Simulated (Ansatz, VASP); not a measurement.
# Al4O: VASP beside Ansatz

File INCAR:

```
PREC = Accurate
ENCUT = 520
EDIFF = 1E-6
ISMEAR = 0
SIGMA = 0.2
LREAL = F
LASPH = T
NELM = 100
ALGO = Normal
ISIF = 2
LWAVE = F
LCHARG = F
GGA = PE
NBANDS = 29
```

Contents of KPOINTS:

```
regular mesh
0
Gamma
  6 6 4
```

The input POSCAR:

```
Al4O
1.0
    5.6593473487      0.0000000000      0.0000000000
   -2.8296736744      4.9011385729      0.0000000000
    0.0000000000      0.0000000000      6.8244031599
Al O
8 2
Direct
    0.5000000000      0.0000000000      0.2500000000
    0.5000000000      0.0000000000      0.7500000000
    0.0000000000      0.5000000000      0.2500000000
    0.0000000000      0.5000000000      0.7500000000
    0.5000000000      0.5000000000      0.2500000000
    0.5000000000      0.5000000000      0.7500000000
    0.0000000000      0.0000000000      0.2500000000
    0.0000000000      0.0000000000      0.7500000000
    1.0000000000      0.0000000000      0.0000000000
    1.0000000000      0.0000000000      0.5000000000
```

Input for Ansatz:

```yaml
crystal:
  lattice:
    - [5.6593473487, 0.0, 0.0]
    - [-2.8296736744, 4.9011385729, 0.0]
    - [0.0, 0.0, 6.8244031599]
  atoms:
    - { symbol: Al, position: [0.5, 0.0, 0.25] }
    - { symbol: Al, position: [0.5, 0.0, 0.75] }
    - { symbol: Al, position: [0.0, 0.5, 0.25] }
    - { symbol: Al, position: [0.0, 0.5, 0.75] }
    - { symbol: Al, position: [0.5, 0.5, 0.25] }
    - { symbol: Al, position: [0.5, 0.5, 0.75] }
    - { symbol: Al, position: [0.0, 0.0, 0.25] }
    - { symbol: Al, position: [0.0, 0.0, 0.75] }
    - { symbol: O, position: [1.0, 0.0, 0.0] }
    - { symbol: O, position: [1.0, 0.0, 0.5] }
basis:
  ecutwfc: 420
kpoints:
  mp_grid: { grid: [6, 6, 4] }
hamiltonian:
  xc: pbe
scf:
  occupations: { method: gaussian, width: 0.2 }
  lower_state_search: "off"
output:
  forces: true
  stress: true
  eigenvalues: true
```

Alike in both runs: task single point; functional PBE; k mesh 6 × 6 × 4; occupations gaussian, width 0.2 eV; no spin polarisation.

```csv
,VASP,Ansatz
version,VASP 6.6.1,Ansatz 0.2.0
potentials or method,"VASP PAW PBE potentials, release 64 (Al, O), cutoff 520 eV","scalar-relativistic, plane waves, PAW"
valence electrons in the cell,36,36
```

VASP gave:

| Quantity | Value |
| --- | --- |
| gap on the k mesh at the Fermi level (eV) | none |
| pressure (GPa) | -0.1 |
| traceless stress, the component that is largest in VASP (GPa) | 0.62 |

**Question.** Which values does Ansatz return?

**Answer.** gap on the k mesh at the Fermi level (eV): none; pressure (GPa): -0.1; traceless stress, the component that is largest in VASP (GPa): 0.44.

A gap of «none» marks a metal or a gap that the smearing closes. With one functional, cell and mesh, what is left measures potentials, basis and numerics.
